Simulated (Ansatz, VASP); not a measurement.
Two plane-wave programs on Li2S

```
CELL_PARAMETERS angstrom
0.02141 2.85400 2.85400
2.87541 0.00000 2.87541
2.85400 2.85400 0.02141
ATOMIC_POSITIONS crystal
Li 0.25000 0.25000 0.25000
Li 0.75000 0.75000 0.75000
S 0.00000 0.00000 0.00000
```

Change from the starting cell: strain +0.0150 x Voigt [0, 0, 0, 0, 1, 0], atoms carried along.

Alike in both runs: task single point; functional PBE; k mesh 8 × 8 × 8; occupations gaussian, width 0.05 eV; no spin polarisation.

```csv
,VASP,Ansatz
version,VASP 6.6.1,Ansatz 0.2.0
potentials or method,"VASP PAW PBE potentials, release 64 (Li_sv, S), cutoff 750 eV","scalar-relativistic, plane waves, PAW"
valence electrons in the cell,12,12
```

```csv
,VASP,Ansatz,Ansatz less VASP
gap on the k mesh at the Fermi level (eV),3.37,3.37,+0.001
least direct gap on the mesh (eV),4.22,4.22,-0.004
pressure (GPa),-0.2,0.0,+0.13
"traceless stress, the component that is largest in VASP (GPa)",-0.53,-0.53,0.000
rms of the force components (eV/Å),0.007,0.007,-0.0001
```

Atom by atom the forces differ by 0.000 eV/Å (rms over components). The functional is the same, so the differences come from potentials, cutoffs and numerics.
